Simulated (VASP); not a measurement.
# Mg (Fm-3m) in VASP: settings compared

The runs below take Mg through electric field gradients, density of states, with PBEsol, LDA.

Program: VASP 6.6.1. These are calculated values, not measurements. Logs are shortened: lines on timing, memory, paths and dates and some standing lists are left out, and cuts for length are marked.

## 1. The cell of the first run

It takes space group Fm-3m (No. 225, cubic). The conventional cell has a = 4.489 Å, b = 4.489 Å, c = 4.489 Å, α = 90.00°, β = 90.00°, γ = 90.00°. Mg (site symmetry m-3m) has 12 Mg at 3.17 Å within 4.2 Å.

## 2. Electric field gradients, PBEsol

INCAR

```
SYSTEM = Mg
  PREC = Accurate
  ENCUT = 520
  EDIFF = 1E-8
  ISMEAR = -5
  SIGMA = 0.1
  LREAL = .FALSE.
  LASPH = .TRUE.
  NELM = 80
  ALGO = Fast
  ISIF = 2
  LWAVE = .FALSE.
  LCHARG = .FALSE.
  GGA = PS
  LEFG = .TRUE.
  NBANDS = 7
```

KPOINTS

```
regular mesh
0
G
  10 10 10
  0 0 0
```

POSCAR

```
Mg
1.0
    0.0000000000      2.2442560000      2.2442560000
    2.2442560000      0.0000000000      2.2442560000
    2.2442560000      2.2442560000      0.0000000000
Mg
1
Direct
    0.0000000000      0.0000000000      0.0000000000
```

Potentials or basis: VASP PAW PBE potentials, release 64 (Mg).

On the command line:

```console
> cat potpaw_PBE.64/Mg/POTCAR > POTCAR
> mpirun -np 1 vasp_std > vasp.out
```

OUTCAR:

```text
SYSTEM = Mg
   PREC = Accurate
   ENCUT = 520
   EDIFF = 1E-8
   ISMEAR = -5
   LREAL = .FALSE.
   LASPH = .TRUE.
   NELM = 80
   ISIF = 2
   GGA = PS

 ion  position               nearest neighbor table
   1  0.000  0.000  0.000-

  LATTYP: Found a face centered cubic cell.
 ALAT       =     4.4885120000

  Lattice vectors:

 A1 = (   0.0000000000,   2.2442560000,   2.2442560000)
 A2 = (   2.2442560000,   0.0000000000,   2.2442560000)
 A3 = (   2.2442560000,   2.2442560000,   0.0000000000)

Analysis of symmetry for initial positions (statically):
=====================================================================
 Subroutine PRICEL returns:
 Original cell was already a primitive cell.

 Routine SETGRP: Setting up the symmetry group for a
 face centered cubic supercell.

 Subroutine GETGRP returns: Found 48 space group operations
 (whereof 48 operations were pure point group operations)
 out of a pool of 48 trial point group operations.

The static configuration has the point symmetry O_h .

Analysis of symmetry for dynamics (positions and initial velocities):
=====================================================================
 Subroutine PRICEL returns:
 Original cell was already a primitive cell.

 Routine SETGRP: Setting up the symmetry group for a
 face centered cubic supercell.

 Subroutine GETGRP returns: Found 48 space group operations
 (whereof 48 operations were pure point group operations)
 out of a pool of 48 trial point group operations.

The dynamic configuration has the point symmetry O_h .

 Subroutine INISYM returns: Found 48 space group operations
 (whereof 48 operations are pure point group operations),
 and found     1 'primitive' translations

----------------------------------------------------------------------------------------

                                     Primitive cell

  volume of cell :      22.6072

  direct lattice vectors                    reciprocal lattice vectors
     0.000000000  2.244256000  2.244256000    -0.222790983  0.222790983  0.222790983
     2.244256000  0.000000000  2.244256000     0.222790983 -0.222790983  0.222790983
     2.244256000  2.244256000  0.000000000     0.222790983  0.222790983 -0.222790983

  length of vectors
     3.173857273  3.173857273  3.173857273     0.385885302  0.385885302  0.385885302

  position of ions in fractional coordinates (direct lattice)
     0.000000000  0.000000000  0.000000000

  ion indices of the primitive-cell ions
   primitive index   ion index
                 1           1

----------------------------------------------------------------------------------------

 KPOINTS: regular mesh

Automatic generation of k-mesh.
 Grid dimensions read from file:
 generate k-points for:   10   10   10

 Generating k-lattice:

  Cartesian coordinates                     Fractional coordinates (reciprocal lattice)
    -0.022279098  0.022279098  0.022279098     0.100000000  0.000000000  0.000000000
     0.022279098 -0.022279098  0.022279098     0.000000000  0.100000000  0.000000000
     0.022279098  0.022279098 -0.022279098     0.000000000  0.000000000  0.100000000

  Length of vectors
     0.038588530  0.038588530  0.038588530

  Shift w.r.t. Gamma in fractional coordinates (k-lattice)
     0.000000000  0.000000000  0.000000000

 TETIRR: Found    148 inequivalent tetrahedra from     6000

 Subroutine IBZKPT returns following result:
 ===========================================

 Found     47 irreducible k-points:

 Following reciprocal coordinates:
            Coordinates               Weight
  0.000000  0.000000  0.000000      1.000000
  0.100000  0.000000  0.000000      8.000000
  0.200000  0.000000  0.000000      8.000000
  0.300000  0.000000  0.000000      8.000000
  0.400000  0.000000  0.000000      8.000000
  0.500000  0.000000  0.000000      4.000000
[... 16 lines left out ...]
  0.300000  0.300000  0.000000      6.000000
  0.400000  0.300000  0.000000     24.000000
 [... further k-points ...]
   k-points           NKPTS =     47   k-points in BZ     NKDIM =     47   number of bands    NBANDS=      7
   number of dos      NEDOS =    301   number of ions     NIONS =      1
   total plane-waves  NPLWV =  13824
   dimension x,y,z NGX =    24 NGY =   24 NGZ =   24
   dimension x,y,z NGXF=    48 NGYF=   48 NGZF=   48
   ions per type =               1
   NGX,Y,Z   is equivalent  to a cutoff of  12.57, 12.57, 12.57 a.u.
   NGXF,Y,Z  is equivalent  to a cutoff of  25.14, 25.14, 25.14 a.u.
 SYSTEM =  Mg
   PREC   = accura    normal or accurate (medium, high low for compatibility)
   ISTART =      0    job   : 0-new  1-cont  2-samecut
   ICHARG =      2    charge: 1-file 2-atom 10-const
   ISPIN  =      1    spin polarized calculation?
   LNONCOLLINEAR =      F non collinear calculations
   LSORBIT =      F    spin-orbit coupling
   LASPH  =      T    aspherical Exc in radial PAW
   ENCUT  =  520.0 eV  38.22 Ry    6.18 a.u.   5.90  5.90  5.90*2*pi/ulx,y,z
   NELM   =     80;   NELMIN=  2; NELMDL= -5     # of ELM steps
   EDIFF  = 0.1E-07   stopping-criterion for ELM
   LREAL  =      F    real-space projection
   EDIFFG = 0.1E-06   stopping-criterion for IOM
   NSW    =      0    number of steps for IOM
   IBRION =     -1    ionic relax: 0-MD 1-quasi-New 2-CG
   NFREE  =      0    steps in history (QN), initial steepest desc. (CG)
   ISIF   =      2    stress and relaxation
   ISYM   =      2    0-nonsym 1-usesym 2-fastsym
   POTIM  = 0.5000    time-step for ionic-motion
   TEBEG  =    0.0;   TEEND  =   0.0 temperature during run
   PSTRESS=    0.0 pullay stress
   NELECT =       2.0000    total number of electrons
   NUPDOWN=      -1.0000    fix difference up-down
   EMIN   =  10.00;   EMAX   =-10.00  energy-range for DOS
   EFERMI =   0.00;   METHOD = LEGACY
   ISMEAR =    -5;   SIGMA  =   0.10  broadening in eV -4-tet -1-fermi 0-gaus
   EFERMI_NEDOS =   21; number of points for ismear=-14 and -15
   IALGO  =     68    algorithm
   IMIX   =      4    mixing-type and parameters
     AMIX     =   0.40;   BMIX     =  1.00
     AMIX_MAG =   1.60;   BMIX_MAG =  1.00
  volume/ion in A,a.u.               =      22.61       152.56
  Fermi-wavevector in a.u.,A,eV,Ry     =   0.729462  1.378483  7.239854  0.532114
  Thomas-Fermi vector in A             =   1.821189
   LORBIT       =      0    0 simple, 1 ext, 2 COOP (PROOUT), +10 PAW based schemes
   GGA     = PS    functional components
   LHFCALC =     F    Hartree Fock is set to
   AEXX    =    0.0000 exact exchange contribution
   IVDW    =     0    specifies the selected vdW correction
   LEPSILON=     F    determine dielectric tensor
   LRPA    =     F    only Hartree local field effects (RPA)
 non-spin polarized calculation
 RMM-DIIS sequential band-by-band and
 Fermi weights with tetrahedron method with Bloechl corrections
  energy-cutoff  :      520.00
  volume of cell :       22.61
 maximum number of plane-waves:       620
   NGX = 11   NGY = 11   NGZ = 11

 number of electron       2.0000000 magnetization

 Free energy of the ion-electron system (eV)
  ---------------------------------------------------
  ext. energy  EPLUGINS =         0.00000000
  ---------------------------------------------------
  free energy    TOTEN  =        -1.71061075 eV

  energy without entropy =       -1.71061075  energy(sigma->0) =       -1.71061075

 E-fermi :   2.6321     XC(G=0):  -8.5835

 val. band max:        2.8233309895   @ k =  -0.3000   0.4000   0.1000
 cond. band min:       2.6599854891   @ k =  -0.4000   0.2000   0.0000
 fundamental gap:     -0.1633455005
 Fermi energy:         2.6320789189

 k-point     1 :       0.0000    0.0000    0.0000
  band No.  band energies     occupation
      1      -4.3247      2.00000
      2      15.0995      0.00000
      3      15.0995      0.00000
      4      15.0995      0.00000
      5      17.1156      0.00000
      6      17.1156      0.00000
      7      17.1156      0.00000

 k-point     2 :       0.1000    0.0000    0.0000
  band No.  band energies     occupation
      1      -4.1002      2.00000
      2      12.4745      0.00000
      3      14.6752      0.00000
      4      14.6752      0.00000
      5      16.9830      0.00000
      6      17.9174      0.00000
      7      17.9174      0.00000

 k-point     3 :       0.2000    0.0000    0.0000
  band No.  band energies     occupation
      1      -3.4299      2.00000
      2       9.1990      0.00000
      3      14.1253      0.00000
      4      14.1253      0.00000
      5      16.5005      0.00000
      6      18.0448      0.00000
      7      18.0448      0.00000

 k-point     4 :       0.3000    0.0000    0.0000
  band No.  band energies     occupation
      1      -2.3233      2.00000
      2       6.1764      0.00000
      3      13.8397      0.00000
      4      13.8397      0.00000
      5      16.2016      0.00000
      6      16.5240      0.00000
      7      16.5240      0.00000

 k-point     5 :       0.4000    0.0000    0.0000
  band No.  band energies     occupation
      1      -0.7970      2.00000
      2       3.4910      0.01248
      3      13.8563      0.00000
      4      13.8564      0.00000
      5      15.4006      0.00000
      6      15.4006      0.00000
      7      16.1960      0.00000

 k-point     6 :       0.5000    0.0000    0.0000
  band No.  band energies     occupation
      1       0.9288      2.00000
      2       1.3779      2.34008
      3      13.9963      0.00000
      4      13.9963      0.00000
      5      14.8895      0.00000
      6      14.8895      0.00000
      7      16.2976      0.00000

 k-point     7 :       0.1000    0.1000    0.0000
  band No.  band energies     occupation
      1      -4.0255      2.00000
      2      13.3792      0.00000
      3      13.6043      0.00000
      4      13.6043      0.00000
      5      16.1964      0.00000
      6      18.0718      0.00000
      7      19.1058      0.00000
[... 121 lines left out ...]
 k-point    20 :      -0.4000    0.2000    0.0000
  band No.  band energies     occupation
      1       1.1773      2.00000
      2       2.6600      0.40660
      3       8.3441      0.00000
      4      11.9331      0.00000
      5      13.2713      0.00000
      6      18.3696      0.00000
      7      20.3215      0.00000

 k-point    21 :      -0.3000    0.2000    0.0000
  band No.  band energies     occupation
      1      -0.5808      2.00000
      2       5.0060      0.00000
      3       8.0883      0.00000
      4      12.8857      0.00000
      5      14.3100      0.00000
      6      17.9610      0.00000
      7      19.8611      0.00000

 k-point    22 :      -0.2000    0.2000    0.0000
  band No.  band energies     occupation
      1      -1.9574      2.00000
      2       7.2943      0.00000
      3       8.6775      0.00000
      4      14.2218      0.00000
      5      15.6994      0.00000
      6      17.4198      0.00000
      7      18.8749      0.00000

 k-point    23 :       0.3000    0.3000    0.0000
  band No.  band energies     occupation
      1      -1.6658      2.00000
      2       9.5372      0.00000
      3       9.9518      0.00000
      4      10.6688      0.00000
      5      10.6688      0.00000
      6      13.7830      0.00000
      7      23.5025      0.00000

 k-point    24 :       0.4000    0.3000    0.0000
  band No.  band energies     occupation
      1      -0.5816      2.00000
      2       7.5059      0.00000
      3       8.0601      0.00000
      4      10.3603      0.00000
      5      11.1678      0.00000
      6      14.4622      0.00000
      7      22.9472      0.00000

 [... further k-points ...]

------------------------ aborting loop because EDIFF is reached ----------------------------------------

  FORCE on cell =-STRESS in cart. coord.  units (eV):
  Direction    XX          YY          ZZ          XY          YZ          ZX
  --------------------------------------------------------------------------------------
  -------------------------------------------------------------------------------------
  Total       -0.0292612     -0.0292612     -0.0292612      0.0000000      0.0000000     -0.0000000
  in kB       -2.0737484     -2.0737484     -2.0737484      0.0000000      0.0000000     -0.0000000
  external PRESSURE =      -2.0737484 kB  Pullay stress =       0.0000000 kB

 VOLUME and BASIS-vectors are now :
 -----------------------------------------------------------------------------
  energy-cutoff  :      520.00
  volume of cell :       22.61
      direct lattice vectors                 reciprocal lattice vectors
     0.000000000  2.244256000  2.244256000    -0.222790983  0.222790983  0.222790983
     2.244256000  0.000000000  2.244256000     0.222790983 -0.222790983  0.222790983
     2.244256000  2.244256000  0.000000000     0.222790983  0.222790983 -0.222790983

 POSITION                                       TOTAL-FORCE (eV/Angst)
 -----------------------------------------------------------------------------------
      0.00000      0.00000      0.00000         0.000000      0.000000     -0.000000
 -----------------------------------------------------------------------------------
    total drift:                                0.000000     -0.000000     -0.000000

  FREE ENERGIE OF THE ION-ELECTRON SYSTEM (eV)
  ---------------------------------------------------
  free  energy   TOTEN  =        -1.7106107455 eV

  energy  without entropy=       -1.7106107455  energy(sigma->0) =       -1.71061075

 Electric field gradients (V/A^2)
---------------------------------------------------------------------
 ion       V_xx      V_yy      V_zz      V_xy      V_xz      V_yz
---------------------------------------------------------------------
   1      -0.000    -0.000     0.000    -0.000    -0.000    -0.000
---------------------------------------------------------------------

 Electric field gradients after diagonalization (V/A^2)
 (convention: |V_zz| > |V_xx| > |V_yy|)
----------------------------------------------------------------------
 ion       V_xx      V_yy      V_zz     asymmetry (V_yy - V_xx)/ V_zz
----------------------------------------------------------------------
   1       0.000     0.000    -0.000       0.000
----------------------------------------------------------------------

           NMR quadrupolar parameters

 Cq : quadrupolar parameter    Cq=e*Q*V_zz/h
 eta: asymmetry parameters     (V_yy - V_xx)/ V_zz
 Q  : nuclear electric quadrupole moment in mb (millibarn)
----------------------------------------------------------------------
 ion       Cq(MHz)       eta       Q (mb)
----------------------------------------------------------------------
   1      -0.000       0.000       1.000
----------------------------------------------------------------------
```

Run time: 14 s. Hardware: 1 thread of Intel Xeon 8259CL, shared host; peak memory 0.13 GiB.

What came out:

```
Free energy            : -1.7106 eV
Pressure               : -0.2 GPa
Band gap on the k mesh : zero (band 1 reaches 3.51 eV, above the bottom of band 2 at 1.38 eV)
```

Levels at points of the mesh, in eV from the Fermi level:
```tsv
k point	band 1	band 2	band 3	band 4	band 5
(0.00, 0.00, 0.00)	-6.96	12.47	12.47	12.47	14.48
(0.50, 0.00, 0.00)	-1.70	-1.25	11.36	11.36	12.26
(0.50, 0.50, 0.00)	-0.20	0.83	6.15	7.05	7.05
```

Caveat: without QUAD_EFG the Cq values of the log hold for a quadrupole moment of 1 mb, not for the nuclei; the PAW data sets were made with another functional, which shifts forces and pressure a little; tetrahedron occupations give inexact forces and stress in metals.

## 3. Density of states, LDA

POSCAR is that of step 2.

INCAR.step1

```
ALGO = Normal
EDIFF = 1E-6
ENCUT = 520
ISIF = 2
ISMEAR = 1
LASPH = T
LCHARG = T
LREAL = F
LWAVE = F
NBANDS = 7
NELECT = 1.9
NELM = 100
PREC = Accurate
SIGMA = 0.06802846561497
```

KPOINTS.step1

```
k-points
0
Gamma
  10 10 10
```

INCAR.step2

```
ALGO = Normal
EDIFF = 1E-6
ENCUT = 520
ICHARG = 11
ISIF = 2
ISMEAR = -5
LASPH = T
LCHARG = F
LORBIT = 11
LREAL = F
LWAVE = F
NBANDS = 7
NEDOS = 2001
NELECT = 1.9
NELM = 100
PREC = Accurate
SIGMA = 0.06802846561497
```

KPOINTS.step2

```
k-points
0
Gamma
  15 15 15
```

Potentials or basis: VASP PAW LDA potentials, release 64 (Mg).

On the command line:

```console
> cat potpaw_LDA.64/Mg/POTCAR > POTCAR
> cp INCAR.step1 INCAR
> cp KPOINTS.step1 KPOINTS
> mpirun -np 1 vasp_std > vasp.out
> cp INCAR.step2 INCAR
> cp KPOINTS.step2 KPOINTS
> mpirun -np 1 vasp_std > vasp.out
```

It took 20 s on 1 thread of Intel Xeon 8259CL, shared host; peak memory 0.13 GiB.

The run converged. Its results:

| Property | Result |
| --- | --- |
| Valence electrons inside the program's atomic spheres | Mg 0.35 |

Levels at points of the mesh, in eV from the Fermi level:
```csv
k point,band 1,band 2,band 3,band 4
"(0.00, 0.00, 0.00)",-6.74,12.63,12.63,12.63
```

Caveat: the cell carries a net charge on a neutralising background, which shifts energy and pressure; the cell is charged against a uniform background, so pressure and absolute levels hang on convention; tetrahedron occupations give inexact forces and stress in metals.
